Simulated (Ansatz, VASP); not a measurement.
Ba: VASP beside Ansatz

```
Ba
1.0
    -2.31373    2.31373    2.31373
     2.31373   -2.31373    2.31373
     2.31373    2.31373   -2.31373
Ba
1
Direct
  0.00000 0.00000 0.00000
```

Change from the starting cell: volume scaled by 0.92, LAPW.

Alike in both runs: task single point; functional LDA; k mesh 11 × 11 × 11; occupations fermi-dirac, width 0.05 eV; no spin polarisation.

|  | VASP | Ansatz |
| --- | --- | --- |
| version | VASP 6.6.1 | Ansatz 0.2.0 |
| potentials or method | VASP PAW LDA potentials, release 64 (Ba_sv), cutoff 520 eV | all-electron LAPW, scalar-relativistic |

VASP gave:

* pressure (GPa): 1.1

Q: Which values does Ansatz return?

A: Pressure (GPa): 1.0.

LDA's correlation is that of Perdew and Zunger in VASP and of Perdew and Wang (1992) in Ansatz. Ansatz ran all-electron here, and VASP with PAW potentials.

Neither program's run includes spin-orbit coupling.
